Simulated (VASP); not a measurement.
Write the native input for VASP 6.6.1 that does the following.

| Quantity | Value |
| --- | --- |
| Task | single point |
| Functional | PBEsol |
| Potentials or basis | VASP PAW PBE potentials, release 64 (Si, C, Mg) |
| Cutoff | 520 eV |
| k mesh | 8 × 8 × 8 |
| Occupations | fermi-dirac, width 0.05 eV |
| Spin | no spin polarisation |
| Dipole correction | no |
| k mesh for the DOS | 12 × 12 × 12 |
| Occupations for the DOS | tetrahedron |
| Further INCAR settings | ALGO = Normal; EDIFF = 1e-07 |

Crystal: Mg3SiC (perovskite type).

```xyz
5
Lattice="4.3299 0.0000 0.0000 0.0000 4.3299 0.0000 0.0000 0.0000 4.3299" Properties=species:S:1:pos:R:3 pbc="T T T"
Si    0.0000    0.0000    0.0000
C     2.1650    2.1650    2.1650
Mg    2.1650    2.1650    0.0000
Mg    2.1650    0.0000    2.1650
Mg    0.0000    2.1650    2.1650
```

The input as run:

POSCAR

```
Mg3SiC
1.0
    4.3299215328      0.0000000000      0.0000000000
    0.0000000000      4.3299215328      0.0000000000
    0.0000000000      0.0000000000      4.3299215328
Si C Mg
1 1 3
Direct
    0.0000000000      0.0000000000      0.0000000000
    0.5000000000      0.5000000000      0.5000000000
    0.5000000000      0.5000000000      0.0000000000
    0.5000000000      0.0000000000      0.5000000000
    0.0000000000      0.5000000000      0.5000000000
```

INCAR.step1

```
SYSTEM = Mg3SiC
  ALGO = Normal
  EDIFF = 1E-7
  ENCUT = 520
  GGA = PS
  ISIF = 2
  ISMEAR = -1
  LASPH = .TRUE.
  LCHARG = .TRUE.
  LREAL = .FALSE.
  LWAVE = .FALSE.
  NBANDS = 15
  NELM = 60
  PREC = Accurate
  SIGMA = 0.05
```

KPOINTS.step1

```
k-points
0
G
  8 8 8
  0 0 0
```

INCAR.step2

```
SYSTEM = Mg3SiC
  ALGO = Normal
  EDIFF = 1E-7
  ENCUT = 520
  GGA = PS
  ICHARG = 11
  ISIF = 2
  ISMEAR = -5
  LASPH = .TRUE.
  LCHARG = .FALSE.
  LORBIT = 10
  LREAL = .FALSE.
  LWAVE = .FALSE.
  NEDOS = 1001
  NELM = 60
  PREC = Accurate
  SIGMA = 0.05
```

KPOINTS.step2

```
k-points
0
G
  12 12 12
  0 0 0
```

Potentials or basis: VASP PAW PBE potentials, release 64 (Si, C, Mg).

Run with:

```bash
$ cat potpaw_PBE.64/Si/POTCAR potpaw_PBE.64/C/POTCAR potpaw_PBE.64/Mg/POTCAR > POTCAR
$ cp INCAR.step1 INCAR
$ cp KPOINTS.step1 KPOINTS
$ mpirun -np 1 vasp_std > vasp.out
$ cp INCAR.step2 INCAR
$ cp KPOINTS.step2 KPOINTS
$ mpirun -np 1 vasp_std > vasp.out
```

It gave:

| Property | Result |
| --- | --- |
| Valence electrons inside the program's atomic spheres | Si 1.59; C 2.33; Mg 0.39 |

Wall time 64 s on 1 thread of Intel(R) Xeon(R) Platinum 8375C CPU @ 2.90GHz (Ice Lake), on a shared host, peak memory 0.23 GiB.
